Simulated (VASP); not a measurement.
Set up this calculation in VASP 6.6.1, as the native input.

```
Task                   : single point
Functional             : PBE
Potentials or basis    : VASP PAW PBE potentials, release 64 (In_d, P)
Cutoff                 : 520 eV
k mesh                 : 18 × 18 × 18
Occupations            : gaussian, width 0.15 eV
Spin                   : no spin polarisation
Dipole correction      : no
Further INCAR settings : ALGO = Normal; EDIFF = 1e-07; NBANDS = 16
```

The structure of InP lies in POSCAR:

```
InP
1.0
    0.0000000000      2.8117128208      2.6870556022
    2.8117128208      0.0000000000      2.6870556022
    2.8117128208      2.8117128208      0.0000000000
In P
1 1
Direct
    0.0000000000      0.0000000000      0.0000000000
    0.5000000000      0.5000000000      0.5000000000
```

This cell differs from its parent crystal: strain +0.015 along x and y, -0.030 along z.

These files were run (other wordings do the same):

INCAR

```
PREC     = Accurate       # precision mode
ENCUT    = 520            # plane-wave cutoff, eV
EDIFF    = 1E-7           # SCF threshold, eV
ISMEAR   = 0              # smearing method
SIGMA    = 0.15           # smearing width, eV
LREAL    = False          # projectors in reciprocal space
LASPH    = True           # aspherical terms in the spheres
NELM     = 80             # most SCF steps
ALGO     = Normal         # electronic algorithm
ISIF     = 2              # what is computed and relaxed
LWAVE    = False          # write WAVECAR
LCHARG   = False          # write CHGCAR
GGA      = PE             # functional
NBANDS   = 16             # bands
```

KPOINTS

```
Automatic mesh
0
Gamma
  18 18 18
```

Potentials or basis: VASP PAW PBE potentials, release 64 (In_d, P).

Command:

```bash
$ cat potpaw_PBE.64/In_d/POTCAR potpaw_PBE.64/P/POTCAR > POTCAR
$ mpirun -np 1 vasp_std > vasp.out
```

Results of the run:

* Pressure: 0.3 GPa
* Band gap on the k mesh: zero (bands 9 and 10 overlap by 2.77 eV)

Caveat: the cell differs from its parent crystal (strain +0.015 along x and y, -0.030 along z); spin-orbit coupling is left out, which moves the levels of the heavy elements.

Wall time 5.7 min on 1 thread of Intel(R) Xeon(R) Platinum 8488C (Sapphire Rapids), on a shared host, peak memory 0.42 GiB.
